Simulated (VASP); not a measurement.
Crystal: MnS.

```xyz
4
Lattice="0.0000 2.8223 -2.8223 0.0000 2.8223 2.8223 5.6446 0.0000 0.0000" Properties=species:S:1:pos:R:3 pbc="T T T"
Mn    0.0000    0.0000    0.0000
Mn    2.8223    2.8223    0.0000
S     1.4112    1.4112    1.4112
S     4.2335    4.2335    1.4112
```

Base run:

| Property | Result |
| --- | --- |
| Program | VASP 6.6.1 |
| Functional | PBE |
| Potentials or basis | VASP PAW PBE potentials, release 64 (Mn_pv, S) |
| Cutoff | 500 eV |
| k mesh | 8 × 8 × 6 |
| Occupations | gaussian, width 0.05 eV |
| Spin | collinear spin, ferromagnetic start |
| Starting moments | [5.0, 5.0, 0.0, 0.0] μB |

Its results: band gap on the k mesh zero (filled and empty bands overlap); pressure 0.1 GPa; net moment 9.96 μB per cell; site moments Mn +4.37; S +0.09 μB.

Question: The run is repeated on the same cell with these changes: spin from collinear spin, ferromagnetic start to collinear spin, antiferromagnetic start; moments at the start from [5.0, 5.0, 0.0, 0.0] to [5.0, -5.0, 0.0, 0.0]. What comes out?

Answer: Band gap on the k mesh 1.43 eV; pressure -4.1 GPa; net moment 0.00 μB per cell; site moments Mn +4.16, -4.16; S +0.00 μB.

Caveats: semilocal functionals often make such compounds metallic where correlation or magnetic order opens a gap, which also shifts bond lengths (at least some runs); the run started ferromagnetic, and an antiferromagnetic order may lie lower in energy (at least some runs); the cell stands under tension (at least some runs); the antiferromagnetic order is the one typed at the start, and another may lie lower (at least some runs).

A k mesh can miss the band edges.
